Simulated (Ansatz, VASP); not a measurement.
**One calculation of Ta2N, two programs**

```
Ta N
1.0
     3.11286    0.00000    0.00000
    -1.55643    2.69582    0.00000
     0.00000    0.00000    4.86984
Ta N
2 1
Direct
  0.32156 0.65895 0.26671
  0.66160 0.33276 0.74432
  0.00032 0.00529 0.00349
```

Change from the starting cell: atoms moved at random, drawn with an rms of 0.05 Å.

Alike in both runs: task single point; functional PBE; dispersion D3(BJ); k mesh 8 × 8 × 4; occupations tetrahedron; no spin polarisation; Hubbard terms Ta d U = 2.0 eV.

|  | VASP | Ansatz |
| --- | --- | --- |
| version | VASP 6.6.1 | Ansatz 0.2.0 |
| potentials or method | VASP PAW PBE potentials, release 64 (Ta_pv, N) | PseudoDojo standard (PBE files) |
| plane-wave cutoff (eV) | 520 | 1143 |
| valence electrons in the cell | 27 | 31 |

|  | VASP | Ansatz | Ansatz less VASP |
| --- | --- | --- | --- |
| gap on the k mesh at the Fermi level (eV) | none | none | - |
| pressure (GPa) | -2.7 | -7.3 | -4.64 |
| traceless stress, the component that is largest in VASP (GPa) | 2.33 | 2.25 | -0.079 |
| rms of the force components (eV/Å) | 0.326 | 0.367 | +0.0406 |

The programs project onto different local orbitals, so the same U acts differently, and such runs can settle in different states. Atom by atom the forces differ by 0.053 eV/Å (rms over components). A gap of «none» marks a metal or a gap that the smearing closes. VASP's potentials hold 27 valence electrons a cell and Ansatz's 31, so a difference there can come from the potentials and not from the codes.

Spin-orbit coupling is off throughout.
